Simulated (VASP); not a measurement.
# TcRu (P-6m2) in VASP: single point with LDA

Aim: the single point of TcRu with LDA.

Program: VASP 6.6.1. These are calculated values, not measurements. Logs are shortened: lines on timing, memory, paths and dates and some standing lists are left out, and cuts for length are marked.

## (1) The cell of the first run

The structure is hexagonal, space group P-6m2 (No. 187). Conventional cell: a = 2.725 Å, b = 2.725 Å, c = 4.313 Å, α = 90.00°, β = 90.00°, γ = 120.00°. Within 3.5 Å of Tc (site symmetry -6m2) lie 6 Ru at 2.67 Å and 6 Tc at 2.72 Å. Ru (site symmetry -6m2) has 6 Tc at 2.67 Å and 6 Ru at 2.72 Å within 3.5 Å.

## (2) Single point, LDA

File INCAR:

```
SYSTEM = TcRu
  ALGO = Normal
  EDIFF = 1E-6
  ENCUT = 520
  ISIF = 2
  ISMEAR = 0
  LASPH = .TRUE.
  LCHARG = .FALSE.
  LREAL = .FALSE.
  LWAVE = .FALSE.
  NBANDS = 20
  NELM = 60
  PREC = Accurate
  SIGMA = 0.1
```

File KPOINTS:

```
k-points
0
G
  10 10 6
  0 0 0
```

File POSCAR:

```
TcRu
1.0
    2.7248625300      0.0000000000      0.0000000000
   -1.3624312600      2.3598001700      0.0000000000
    0.0000000000      0.0000000000      4.3128941500
Tc Ru
1 1
Direct
    0.0000000000      0.0000000000      0.0000000000
    0.3333333333      0.6666666667      0.5000000000
```

Potentials or basis: VASP PAW LDA potentials, release 64 (Tc_pv, Ru_pv).

Started as:

```sh
$ cat potpaw_LDA.64/Tc_pv/POTCAR potpaw_LDA.64/Ru_pv/POTCAR > POTCAR
$ mpirun -np 1 vasp_std > vasp.out
```

OUTCAR:

```text
SYSTEM = TcRu
   EDIFF = 1E-6
   ENCUT = 520
   ISIF = 2
   ISMEAR = 0
   LASPH = .TRUE.
   LREAL = .FALSE.
   NELM = 60
   PREC = Accurate

 ion  position               nearest neighbor table
   1  0.000  0.000  0.000-   2 2.67   2 2.67   2 2.67   2 2.67   2 2.67   2 2.67
   2  0.333  0.667  0.500-   1 2.67   1 2.67   1 2.67   1 2.67   1 2.67   1 2.67

  LATTYP: Found a hexagonal cell.
 ALAT       =     2.7248625300
 C/A-ratio  =     1.5827932978

  Lattice vectors:

 A1 = (   2.7248625300,   0.0000000000,   0.0000000000)
 A2 = (  -1.3624312600,   2.3598001700,   0.0000000000)
 A3 = (   0.0000000000,   0.0000000000,   4.3128941500)

Analysis of symmetry for initial positions (statically):
=====================================================================
 Subroutine PRICEL returns:
 Original cell was already a primitive cell.

 Routine SETGRP: Setting up the symmetry group for a
 hexagonal supercell.

 Subroutine GETGRP returns: Found 12 space group operations
 (whereof 12 operations were pure point group operations)
 out of a pool of 24 trial point group operations.

The static configuration has the point symmetry D_3h.

Analysis of symmetry for dynamics (positions and initial velocities):
=====================================================================
 Subroutine PRICEL returns:
 Original cell was already a primitive cell.

 Routine SETGRP: Setting up the symmetry group for a
 hexagonal supercell.

 Subroutine GETGRP returns: Found 12 space group operations
 (whereof 12 operations were pure point group operations)
 out of a pool of 24 trial point group operations.

The dynamic configuration has the point symmetry D_3h.

 Subroutine INISYM returns: Found 12 space group operations
 (whereof 12 operations are pure point group operations),
 and found     1 'primitive' translations

----------------------------------------------------------------------------------------

                                     Primitive cell

  volume of cell :      27.7325

  direct lattice vectors                    reciprocal lattice vectors
     2.724862530  0.000000000  0.000000000     0.366990991  0.211882347  0.000000000
    -1.362431260  2.359800170  0.000000000     0.000000000  0.423764695  0.000000000
     0.000000000  0.000000000  4.312894150     0.000000000  0.000000000  0.231862866

  length of vectors
     2.724862530  2.724862525  4.312894150     0.423764695  0.423764695  0.231862866

  position of ions in fractional coordinates (direct lattice)
     0.000000000  0.000000000  0.000000000
     0.333333333  0.666666667  0.500000000

  ion indices of the primitive-cell ions
   primitive index   ion index
                 1           1
                 2           2

----------------------------------------------------------------------------------------

 KPOINTS: k-points

Automatic generation of k-mesh.
 Grid dimensions read from file:
 generate k-points for:   10   10    6

 Generating k-lattice:

  Cartesian coordinates                     Fractional coordinates (reciprocal lattice)
     0.036699099  0.021188235  0.000000000     0.100000000 -0.000000000  0.000000000
     0.000000000  0.042376470  0.000000000     0.000000000  0.100000000  0.000000000
     0.000000000  0.000000000  0.038643811     0.000000000  0.000000000  0.166666667

  Length of vectors
     0.042376469  0.042376470  0.038643811

  Shift w.r.t. Gamma in fractional coordinates (k-lattice)
     0.000000000  0.000000000  0.000000000

 Subroutine IBZKPT returns following result:
 ===========================================

 Found     56 irreducible k-points:

 Following reciprocal coordinates:
            Coordinates               Weight
  0.000000  0.000000  0.000000      1.000000
  0.100000  0.000000  0.000000      6.000000
  0.200000  0.000000  0.000000      6.000000
  0.300000  0.000000  0.000000      6.000000
  0.400000  0.000000  0.000000      6.000000
  0.500000  0.000000  0.000000      3.000000
[... 16 lines left out ...]
  0.300000  0.100000  0.166667     24.000000
  0.400000  0.100000  0.166667     24.000000
 [... further k-points ...]
   k-points           NKPTS =     56   k-points in BZ     NKDIM =     56   number of bands    NBANDS=     20
   number of dos      NEDOS =    301   number of ions     NIONS =      2
   total plane-waves  NPLWV =  12800
   dimension x,y,z NGX =    20 NGY =   20 NGZ =   32
   dimension x,y,z NGXF=    40 NGYF=   40 NGZF=   64
   ions per type =               1   1
   NGX,Y,Z   is equivalent  to a cutoff of  12.20, 12.20, 12.33 a.u.
   NGXF,Y,Z  is equivalent  to a cutoff of  24.40, 24.40, 24.67 a.u.
 SYSTEM =  TcRu
   PREC   = accura    normal or accurate (medium, high low for compatibility)
   ISTART =      0    job   : 0-new  1-cont  2-samecut
   ICHARG =      2    charge: 1-file 2-atom 10-const
   ISPIN  =      1    spin polarized calculation?
   LNONCOLLINEAR =      F non collinear calculations
   LSORBIT =      F    spin-orbit coupling
   LASPH  =      T    aspherical Exc in radial PAW
   ENCUT  =  520.0 eV  38.22 Ry    6.18 a.u.   5.07  5.07  8.02*2*pi/ulx,y,z
   NELM   =     60;   NELMIN=  2; NELMDL= -5     # of ELM steps
   EDIFF  = 0.1E-05   stopping-criterion for ELM
   LREAL  =      F    real-space projection
   EDIFFG = 0.1E-04   stopping-criterion for IOM
   NSW    =      0    number of steps for IOM
   IBRION =     -1    ionic relax: 0-MD 1-quasi-New 2-CG
   NFREE  =      0    steps in history (QN), initial steepest desc. (CG)
   ISIF   =      2    stress and relaxation
   ISYM   =      2    0-nonsym 1-usesym 2-fastsym
   POTIM  = 0.5000    time-step for ionic-motion
   TEBEG  =    0.0;   TEEND  =   0.0 temperature during run
   PSTRESS=    0.0 pullay stress
   NELECT =      27.0000    total number of electrons
   NUPDOWN=      -1.0000    fix difference up-down
   EMIN   =  10.00;   EMAX   =-10.00  energy-range for DOS
   EFERMI =   0.00;   METHOD = LEGACY
   ISMEAR =     0;   SIGMA  =   0.10  broadening in eV -4-tet -1-fermi 0-gaus
   EFERMI_NEDOS =   21; number of points for ismear=-14 and -15
   IALGO  =     38    algorithm
   IMIX   =      4    mixing-type and parameters
     AMIX     =   0.40;   BMIX     =  1.00
     AMIX_MAG =   1.60;   BMIX_MAG =  1.00
  volume/ion in A,a.u.               =      13.87        93.57
  Fermi-wavevector in a.u.,A,eV,Ry     =   1.622557  3.066188 35.819925  2.632690
  Thomas-Fermi vector in A             =   2.716151
   LORBIT       =      0    0 simple, 1 ext, 2 COOP (PROOUT), +10 PAW based schemes
   GGA     = CA    functional components
   LHFCALC =     F    Hartree Fock is set to
   AEXX    =    0.0000 exact exchange contribution
   IVDW    =     0    specifies the selected vdW correction
   LEPSILON=     F    determine dielectric tensor
   LRPA    =     F    only Hartree local field effects (RPA)
 non-spin polarized calculation
 Gauss-broadening in eV      SIGMA  =   0.10
  energy-cutoff  :      520.00
  volume of cell :       27.73
 maximum number of plane-waves:       768
   NGX = 11   NGY = 11   NGZ = 17

 number of electron      27.0000008 magnetization

 Free energy of the ion-electron system (eV)
  ---------------------------------------------------
  ext. energy  EPLUGINS =         0.00000000
  ---------------------------------------------------
  free energy    TOTEN  =       -22.53820910 eV

  energy without entropy =      -22.53068980  energy(sigma->0) =      -22.53444945

 E-fermi :  12.6993     XC(G=0): -14.2336

 val. band max:       12.6875353352   @ k =   0.1000   0.0000   0.0000
 cond. band min:      12.7323813888   @ k =   0.2000   0.2000   0.3333
 fundamental gap:      0.0448460535
 Fermi energy:        12.6993070438

 k-point     1 :       0.0000    0.0000    0.0000
  band No.  band energies     occupation
      1     -30.0860      2.00000
      2     -29.5676      2.00000
      3     -29.5676      2.00000
      4     -26.0676      2.00000
      5     -25.5433      2.00000
      6     -25.5433      2.00000
[... 12 lines left out ...]
     19      22.8639      0.00000
     20      23.5230      0.00000

 k-point     2 :       0.1000    0.0000    0.0000
  band No.  band energies     occupation
      1     -30.0688      2.00000
      2     -29.6370      2.00000
      3     -29.5842      2.00000
      4     -26.0639      2.00000
      5     -25.6428      2.00000
      6     -25.5655      2.00000
[... 12 lines left out ...]
     19      22.8637      0.00000
     20      23.4664      0.00000

 k-point     3 :       0.2000    0.0000    0.0000
  band No.  band energies     occupation
      1     -30.0235      2.00000
      2     -29.8163      2.00000
      3     -29.6274      2.00000
      4     -26.0544      2.00000
      5     -25.8981      2.00000
      6     -25.6233      2.00000
[... 12 lines left out ...]
     19      22.8619      0.00000
     20      23.2577      0.00000

 k-point     4 :       0.3000    0.0000    0.0000
  band No.  band energies     occupation
      1     -30.0335      2.00000
      2     -29.9671      2.00000
      3     -29.6804      2.00000
      4     -26.2040      2.00000
      5     -26.0426      2.00000
      6     -25.6940      2.00000
[... 12 lines left out ...]
     19      22.8529      0.00000
     20      22.9805      0.00000

 k-point     5 :       0.4000    0.0000    0.0000
  band No.  band energies     occupation
      1     -30.2059      2.00000
      2     -29.9210      2.00000
      3     -29.7229      2.00000
      4     -26.4444      2.00000
      5     -26.0332      2.00000
      6     -25.7506      2.00000
[... 12 lines left out ...]
     19      22.8640      0.00000
     20      23.6617      0.00000
[... 353 lines left out ...]
      6     -25.6141      2.00000
[... 12 lines left out ...]
     19      22.8666      0.00000
     20      24.7098      0.00000

 k-point    22 :       0.2000    0.1000    0.1667
  band No.  band energies     occupation
      1     -29.9838      2.00000
      2     -29.9409      2.00000
      3     -29.6791      2.00000
      4     -26.0842      2.00000
      5     -26.0433      2.00000
      6     -25.6964      2.00000
[... 12 lines left out ...]
     19      22.8667      0.00000
     20      24.7958      0.00000

 k-point    23 :       0.3000    0.1000    0.1667
  band No.  band energies     occupation
      1     -30.1295      2.00000
      2     -29.9352      2.00000
      3     -29.7396      2.00000
      4     -26.3229      2.00000
      5     -26.0350      2.00000
      6     -25.7786      2.00000
[... 12 lines left out ...]
     19      22.8659      0.00000
     20      24.2772      0.00000

 k-point    24 :       0.4000    0.1000    0.1667
  band No.  band energies     occupation
      1     -30.2406      2.00000
      2     -29.9088      2.00000
      3     -29.7769      2.00000
      4     -26.4744      2.00000
      5     -26.0226      2.00000
      6     -25.8291      2.00000
[... 12 lines left out ...]
     19      22.8643      0.00000
     20      23.6620      0.00000

 [... further k-points ...]
[... 5 lines left out ...]
  --------------------------------------------------------------------------------------
  -------------------------------------------------------------------------------------
  Total       -1.8635404     -1.8635404     -1.8644291     -0.0000000      0.0000000      0.0000000
  in kB     -107.6615850   -107.6615848   -107.7129286     -0.0000002      0.0000000      0.0000000
  external PRESSURE =    -107.6786995 kB  Pullay stress =       0.0000000 kB

 VOLUME and BASIS-vectors are now :
 -----------------------------------------------------------------------------
  energy-cutoff  :      520.00
  volume of cell :       27.73
      direct lattice vectors                 reciprocal lattice vectors
     2.724862530  0.000000000  0.000000000     0.366990991  0.211882347  0.000000000
    -1.362431260  2.359800170  0.000000000     0.000000000  0.423764695  0.000000000
     0.000000000  0.000000000  4.312894150     0.000000000  0.000000000  0.231862866

 POSITION                                       TOTAL-FORCE (eV/Angst)
 -----------------------------------------------------------------------------------
      0.00000      0.00000      0.00000        -0.000000     -0.000000      0.000000
      0.00000      1.57320      2.15645         0.000000      0.000000      0.000000
 -----------------------------------------------------------------------------------
    total drift:                                0.000000     -0.000000     -0.000000

  FREE ENERGIE OF THE ION-ELECTRON SYSTEM (eV)
  ---------------------------------------------------
  free  energy   TOTEN  =       -22.5382090957 eV

  energy  without entropy=      -22.5306898030  energy(sigma->0) =      -22.53444945
```

It took 9 s on 1 thread of Intel Xeon 6975P-C (Granite Rapids), shared host; peak memory 0.14 GiB.

Results:

* Free energy: -22.5382 eV
* Pressure: -10.8 GPa

Levels at points of the mesh, in eV from the Fermi level:
| k point | band 9 | band 10 | band 11 | band 12 | band 13 | band 14 | band 15 | band 16 | band 17 | band 18 |
| --- | --- | --- | --- | --- | --- | --- | --- | --- | --- | --- |
| (0.00, 0.00, 0.00) | -2.25 | -2.25 | -1.94 | -1.25 | -1.25 | -0.93 | -0.93 | 1.58 | 1.96 | 1.96 |
| (0.50, 0.00, 0.00) | -5.02 | -2.59 | -1.59 | -1.42 | -0.98 | 1.68 | 2.71 | 3.10 | 4.65 | 6.72 |
| (0.00, 0.00, 0.50) | -2.50 | -2.50 | -2.50 | -2.12 | -2.12 | -2.09 | 0.88 | 0.88 | 1.60 | 1.60 |
| (0.50, 0.00, 0.50) | -4.25 | -4.03 | -0.92 | -0.11 | 0.67 | 1.23 | 1.78 | 3.10 | 3.67 | 4.11 |
